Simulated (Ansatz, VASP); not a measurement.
# Two plane-wave programs on Gd

The input INCAR:

```
PREC = Accurate
ENCUT = 520
EDIFF = 1E-6
ISMEAR = -1
SIGMA = 0.05
LREAL = F
LASPH = T
NELM = 150
ALGO = Normal
ISIF = 2
LWAVE = F
LCHARG = F
ISPIN = 2
MAGMOM = 7.214 7.214
LORBIT = 11
LMAXMIX = 6
GGA = CA
NBANDS = 29
```

Contents of KPOINTS:

```
Automatic mesh
0
Gamma
  10 10 6
```

The input POSCAR:

```
Gd
1.0
    3.4841536640      0.0000000000      0.0000000000
   -1.7420768320      3.0173655837      0.0000000000
    0.0000000000      0.0000000000      5.5867162136
Gd
2
Direct
    0.3333333333      0.6666666667      0.2500000000
    0.6666666667      0.3333333333      0.7500000000
```

Input for Ansatz:

```yaml
crystal:
  lattice:
    - [3.484153664, 0.0, 0.0]
    - [-1.742076832, 3.0173655837, 0.0]
    - [0.0, 0.0, 5.5867162136]
  atoms:
    - { symbol: Gd, position: [0.3333333333, 0.6666666667, 0.25], spin: 7.214 }
    - { symbol: Gd, position: [0.6666666667, 0.3333333333, 0.75], spin: 7.214 }
hamiltonian:
  xc: lda
  pseudopotentials:
    kind: paw
    azcp:
      Gd: "pseudopotentials/Gd.paw.azcp"
basis:
  ecutwfc: 500
  fft_grid_basis: typed
kpoints:
  mp_grid: { grid: [10, 10, 6], shift: [0, 0, 0] }
magnetization:
  spin_polarized: true
scf:
  occupations: { method: fermi_dirac, width: 0.05 }
  lower_state_search: "off"
output:
  stress: true
  write_density: true
  write_potential: true
  elf: true
  volumetric_format: npy
```

Alike in both runs: task single point; functional LDA; k mesh 10 × 10 × 6; occupations fermi-dirac, width 0.05 eV; collinear spin.

|  | VASP | Ansatz |
| --- | --- | --- |
| version | VASP 6.6.1 | Ansatz 0.2.0 |
| potentials or method | VASP PAW PBE potentials, release 64 (Gd), cutoff 520 eV | plane waves (500 eV) with PAW, scalar-relativistic |
| valence electrons in the cell | 36 | 36 |

```tsv
	VASP	Ansatz	Ansatz less VASP
pressure (GPa)	-0.1	0.0	+0.07
net moment per atom (μB)	7.32	7.44	+0.118
size of the moment on the site where the two differ most (μB)	6.89	7.22	+0.333
```

The net moments are unlike, so the other rows may belong to different states. VASP's potentials were made for PBE, not for LDA, and Ansatz warns of the same on its side. LDA's correlation is that of Perdew and Zunger in VASP and of Perdew and Wang (1992) in Ansatz. Site moments also hang on the region over which each program counts them.

Spin-orbit coupling is off throughout.
